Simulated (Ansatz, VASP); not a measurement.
Mo in VASP and in Ansatz

The input INCAR:

```
SYSTEM = Mo
PREC = Accurate ; ENCUT = 520
EDIFF = 1E-6 ; ISMEAR = -1
SIGMA = 0.1 ; LREAL = .FALSE.
LASPH = .TRUE. ; NELM = 100
ALGO = Normal ; ISIF = 2
LWAVE = .FALSE. ; LCHARG = .FALSE.
NBANDS = 13
```

File KPOINTS:

```
Automatic mesh
0
G
  23 23 23
  0 0 0
```

The input POSCAR:

```
Mo
1.0
   -1.5565618036      1.5565618036      1.5565618036
    1.5565618036     -1.5565618036      1.5565618036
    1.5565618036      1.5565618036     -1.5565618036
Mo
1
Direct
    0.0000000000      0.0000000000      0.0000000000
```

Input for Ansatz:

```yaml
crystal:
  lattice:
    - [-1.5565618036, 1.5565618036, 1.5565618036]
    - [1.5565618036, -1.5565618036, 1.5565618036]
    - [1.5565618036, 1.5565618036, -1.5565618036]
  atoms:
    - { symbol: Mo, position: [0.0, 0.0, 0.0] }
hamiltonian:
  xc: lda
  pseudopotentials:
    kind: paw
    azcp:
      Mo: "pseudopotentials/Mo.paw.azcp"
basis:
  ecutwfc: 420
  fft_grid_basis: typed
kpoints:
  mp_grid: { grid: [23, 23, 23], shift: [0, 0, 0] }
magnetization:
  spin_polarized: false
scf:
  occupations: { method: fermi_dirac, width: 0.1 }
  lower_state_search: "off"
output:
  stress: true
```

Alike in both runs: task single point; functional LDA; k mesh 23 × 23 × 23; occupations fermi-dirac, width 0.1 eV; no spin polarisation.

|  | VASP | Ansatz |
| --- | --- | --- |
| version | VASP 6.6.1 | Ansatz 0.2.0 |
| potentials or method | VASP PAW LDA potentials, release 64 (Mo_sv), cutoff 520 eV | plane waves (420 eV) with PAW, scalar-relativistic |
| valence electrons in the cell | 14 | 14 |

Ansatz gave:

- pressure (GPa): -0.4

**Question.** What did VASP give for the same quantities?

**Answer.** Pressure (GPa): 0.8.

Ansatz warns that its potentials were made for another functional, while VASP's fit it. LDA's correlation is that of Perdew and Zunger in VASP and of Perdew and Wang (1992) in Ansatz.
